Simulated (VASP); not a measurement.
# Mg (Fm-3m) in VASP: notebook, part 2 of 2

VASP 6.6.1. The steps go on from the part before.

## 3. Relaxation of cell and atoms, PBE

This run uses another cell than the first one, of 22.94 Å³/atom, 0.991 times its volume.

INCAR reads:

```
SYSTEM = Mg
PREC = Accurate ; ENCUT = 600
EDIFF = 1E-6 ; ISMEAR = -1
SIGMA = 0.08 ; LREAL = .False.
LASPH = .True. ; NELM = 80
ALGO = Normal ; ISIF = 3
LWAVE = .False. ; LCHARG = .False.
GGA = PE ; IBRION = 2
NSW = 60 ; EDIFFG = -0.005
```

KPOINTS reads:

```
regular mesh
0
Gamma
  16 16 16
  0 0 0
```

POSCAR reads:

```
Mg
1.0
    0.0000000000      2.2550831578      2.2550831578
    2.2550831578      0.0000000000      2.2550831578
    2.2550831578      2.2550831578      0.0000000000
Mg
1
Direct
    0.0000000000      0.0000000000      0.0000000000
```

Potentials or basis: VASP PAW PBE potentials, release 64 (Mg).

Command:

```console
cat potpaw_PBE.64/Mg/POTCAR > POTCAR
mpirun -np 1 vasp_std > vasp.out
```

OUTCAR:

```text
SYSTEM = Mg
   PREC = Accurate
   ENCUT = 600
   EDIFF = 1E-6
   ISMEAR = -1
   LREAL = .False.
   LASPH = .True.
   NELM = 80
   ISIF = 3
   GGA = PE
   IBRION = 2
   NSW = 60
   EDIFFG = -0.005

 ion  position               nearest neighbor table
   1  0.000  0.000  0.000-

  LATTYP: Found a face centered cubic cell.
 ALAT       =     4.5101663156

  Lattice vectors:

 A1 = (   0.0000000000,   2.2550831578,   2.2550831578)
 A2 = (   2.2550831578,   0.0000000000,   2.2550831578)
 A3 = (   2.2550831578,   2.2550831578,   0.0000000000)

Analysis of symmetry for initial positions (statically):
=====================================================================
 Subroutine PRICEL returns:
 Original cell was already a primitive cell.

 Routine SETGRP: Setting up the symmetry group for a
 face centered cubic supercell.

 Subroutine GETGRP returns: Found 48 space group operations
 (whereof 48 operations were pure point group operations)
 out of a pool of 48 trial point group operations.

The static configuration has the point symmetry O_h .

Analysis of symmetry for dynamics (positions and initial velocities):
=====================================================================
 Subroutine PRICEL returns:
 Original cell was already a primitive cell.

 Routine SETGRP: Setting up the symmetry group for a
 face centered cubic supercell.

 Subroutine GETGRP returns: Found 48 space group operations
 (whereof 48 operations were pure point group operations)
 out of a pool of 48 trial point group operations.

The dynamic configuration has the point symmetry O_h .

 Subroutine INISYM returns: Found 48 space group operations
 (whereof 48 operations are pure point group operations),
 and found     1 'primitive' translations

----------------------------------------------------------------------------------------

                                     Primitive cell

  volume of cell :      22.9360

  direct lattice vectors                    reciprocal lattice vectors
     0.000000000  2.255083158  2.255083158    -0.221721314  0.221721314  0.221721314
     2.255083158  0.000000000  2.255083158     0.221721314 -0.221721314  0.221721314
     2.255083158  2.255083158  0.000000000     0.221721314  0.221721314 -0.221721314

  length of vectors
     3.189169186  3.189169186  3.189169186     0.384032580  0.384032580  0.384032580

  position of ions in fractional coordinates (direct lattice)
     0.000000000  0.000000000  0.000000000

  ion indices of the primitive-cell ions
   primitive index   ion index
                 1           1

----------------------------------------------------------------------------------------

 KPOINTS: regular mesh

Automatic generation of k-mesh.
 Grid dimensions read from file:
 generate k-points for:   16   16   16

 Generating k-lattice:

  Cartesian coordinates                     Fractional coordinates (reciprocal lattice)
    -0.013857582  0.013857582  0.013857582     0.062500000  0.000000000  0.000000000
     0.013857582 -0.013857582  0.013857582     0.000000000  0.062500000  0.000000000
     0.013857582  0.013857582 -0.013857582     0.000000000  0.000000000  0.062500000

  Length of vectors
     0.024002036  0.024002036  0.024002036

  Shift w.r.t. Gamma in fractional coordinates (k-lattice)
     0.000000000  0.000000000  0.000000000

 Subroutine IBZKPT returns following result:
 ===========================================

 Found    145 irreducible k-points:

 Following reciprocal coordinates:
            Coordinates               Weight
  0.000000  0.000000  0.000000      1.000000
  0.062500  0.000000  0.000000      8.000000
  0.125000  0.000000  0.000000      8.000000
  0.187500  0.000000  0.000000      8.000000
  0.250000  0.000000  0.000000      8.000000
  0.312500  0.000000  0.000000      8.000000
[... 16 lines left out ...]
 -0.125000  0.062500  0.000000     24.000000
 -0.062500  0.062500  0.000000     12.000000
 [... further k-points ...]
   k-points           NKPTS =    145   k-points in BZ     NKDIM =    145   number of bands    NBANDS=      5
   number of dos      NEDOS =    301   number of ions     NIONS =      1
   total plane-waves  NPLWV =  21952
   dimension x,y,z NGX =    28 NGY =   28 NGZ =   28
   dimension x,y,z NGXF=    56 NGYF=   56 NGZF=   56
   ions per type =               1
   NGX,Y,Z   is equivalent  to a cutoff of  14.60, 14.60, 14.60 a.u.
   NGXF,Y,Z  is equivalent  to a cutoff of  29.19, 29.19, 29.19 a.u.
 SYSTEM =  Mg
   PREC   = accura    normal or accurate (medium, high low for compatibility)
   ISTART =      0    job   : 0-new  1-cont  2-samecut
   ICHARG =      2    charge: 1-file 2-atom 10-const
   ISPIN  =      1    spin polarized calculation?
   LNONCOLLINEAR =      F non collinear calculations
   LSORBIT =      F    spin-orbit coupling
   LASPH  =      T    aspherical Exc in radial PAW
   ENCUT  =  600.0 eV  44.10 Ry    6.64 a.u.   6.37  6.37  6.37*2*pi/ulx,y,z
   NELM   =     80;   NELMIN=  2; NELMDL= -5     # of ELM steps
   EDIFF  = 0.1E-05   stopping-criterion for ELM
   LREAL  =      F    real-space projection
   EDIFFG = -.5E-02   stopping-criterion for IOM
   NSW    =     60    number of steps for IOM
   IBRION =      2    ionic relax: 0-MD 1-quasi-New 2-CG
   NFREE  =      1    steps in history (QN), initial steepest desc. (CG)
   ISIF   =      3    stress and relaxation
   ISYM   =      2    0-nonsym 1-usesym 2-fastsym
   POTIM  = 0.5000    time-step for ionic-motion
   TEBEG  =    0.0;   TEEND  =   0.0 temperature during run
   PSTRESS=    0.0 pullay stress
   NELECT =       2.0000    total number of electrons
   NUPDOWN=      -1.0000    fix difference up-down
   EMIN   =  10.00;   EMAX   =-10.00  energy-range for DOS
   EFERMI =   0.00;   METHOD = LEGACY
   ISMEAR =    -1;   SIGMA  =   0.08  broadening in eV -4-tet -1-fermi 0-gaus
   EFERMI_NEDOS =   21; number of points for ismear=-14 and -15
   IALGO  =     38    algorithm
   IMIX   =      4    mixing-type and parameters
     AMIX     =   0.40;   BMIX     =  1.00
     AMIX_MAG =   1.60;   BMIX_MAG =  1.00
  volume/ion in A,a.u.               =      22.94       154.78
  Fermi-wavevector in a.u.,A,eV,Ry     =   0.725959  1.371864  7.170500  0.527017
  Thomas-Fermi vector in A             =   1.816812
   LORBIT       =      0    0 simple, 1 ext, 2 COOP (PROOUT), +10 PAW based schemes
   GGA     = PE    functional components
   LHFCALC =     F    Hartree Fock is set to
   AEXX    =    0.0000 exact exchange contribution
   IVDW    =     0    specifies the selected vdW correction
   LEPSILON=     F    determine dielectric tensor
   LRPA    =     F    only Hartree local field effects (RPA)
 conjugate gradient relaxation of ions
 non-spin polarized calculation
  energy-cutoff  :      600.00
  volume of cell :       22.94
 maximum number of plane-waves:       785
 NGX is ok and might be reduce to    28
   NGX = 13   NGY = 13   NGZ = 13

--------------------------------------- Ionic step        1  -------------------------------------------

 number of electron       2.0000000 magnetization

 Free energy of the ion-electron system (eV)
  ---------------------------------------------------
  ext. energy  EPLUGINS =         0.00000000
  ---------------------------------------------------
  free energy    TOTEN  =        -1.49708871 eV

  energy without entropy =       -1.48661486  energy(sigma->0) =       -1.49185179

------------------------ aborting loop because EDIFF is reached ----------------------------------------

  FORCE on cell =-STRESS in cart. coord.  units (eV):
  Direction    XX          YY          ZZ          XY          YZ          ZX
  --------------------------------------------------------------------------------------
  -------------------------------------------------------------------------------------
  Total        0.0266176      0.0266176      0.0266176      0.0000000      0.0000000     -0.0000000
  in kB        1.8593495      1.8593495      1.8593495      0.0000000      0.0000000     -0.0000000
  external PRESSURE =       1.8593495 kB  Pullay stress =       0.0000000 kB
[... 57 lines left out ...]
--------------------------------------- Ionic step        3  -------------------------------------------

 number of electron       2.0000000 magnetization

 Free energy of the ion-electron system (eV)
  ---------------------------------------------------
  ext. energy  EPLUGINS =         0.00000000
  ---------------------------------------------------
  free energy    TOTEN  =        -1.49715618 eV

  energy without entropy =       -1.48664108  energy(sigma->0) =       -1.49189863

 E-fermi :   2.5902     XC(G=0):  -8.4782

 val. band max:        2.5896908803   @ k =  -0.3750   0.4375   0.1250
 cond. band min:       2.6252705415   @ k =  -0.3125   0.3750   0.1250
 fundamental gap:      0.0355796612
 Fermi energy:         2.5901559967

 k-point     1 :       0.0000    0.0000    0.0000
  band No.  band energies     occupation
      1      -4.3031      2.00000
      2      14.9307      0.00000
      3      14.9307      0.00000
      4      14.9307      0.00000
      5      16.8391      0.00000
[... 177 lines left out ...]
 k-point    24 :      -0.0625    0.0625    0.0000
  band No.  band energies     occupation
      1      -4.0722      2.00000
      2      12.6152      0.00000
      3      13.4188      0.00000
      4      15.1551      0.00000
      5      17.0069      0.00000

 [... further k-points ...]
[... 5 lines left out ...]
  --------------------------------------------------------------------------------------
  -------------------------------------------------------------------------------------
  Total       -0.0005125     -0.0005125     -0.0005125      0.0000000      0.0000000      0.0000000
  in kB       -0.0356109     -0.0356109     -0.0356109      0.0000000      0.0000000      0.0000000
  external PRESSURE =      -0.0356109 kB  Pullay stress =       0.0000000 kB
[... 16 lines left out ...]
  FREE ENERGIE OF THE ION-ELECTRON SYSTEM (eV)
  ---------------------------------------------------
  free  energy   TOTEN  =        -1.4971561812 eV

  energy  without entropy=       -1.4866410793  energy(sigma->0) =       -1.49189863

 reached required accuracy - stopping structural energy minimisation
```

Wall time 13 s (1 thread of Intel Xeon Platinum 8488C (Sapphire Rapids), shared host); peak memory 0.17 GiB.

Results:

| Item | Value |
| --- | --- |
| Free energy | -1.4972 eV |
| Relaxed volume | 23.06 Å³/atom |
| Relaxed cell | a = 3.195 Å, b = 3.195 Å, c = 3.195 Å, α = 60.00°, β = 60.00°, γ = 60.00° |
| Space group after relaxing (to 0.05 Å) | Fm-3m (No. 225) |
| Energy gained by relaxing | 0.1 meV/atom |
| Ionic steps | 3 |
| Pressure after relaxing | 0.0 GPa |
| Band gap on the k mesh | zero (band 1 reaches 4.04 eV, above the bottom of band 2 at 1.31 eV) |

Final structure:
```cif
data_structure
_symmetry_space_group_name_H-M 'P 1'
_symmetry_Int_Tables_number 1
_cell_length_a 3.1948
_cell_length_b 3.1948
_cell_length_c 3.1948
_cell_angle_alpha 60.000
_cell_angle_beta 60.000
_cell_angle_gamma 60.000
_cell_volume 23.06
loop_
_atom_site_label
_atom_site_type_symbol
_atom_site_fract_x
_atom_site_fract_y
_atom_site_fract_z
_atom_site_occupancy
Mg1 Mg 0.00000 0.00000 0.00000 1
```
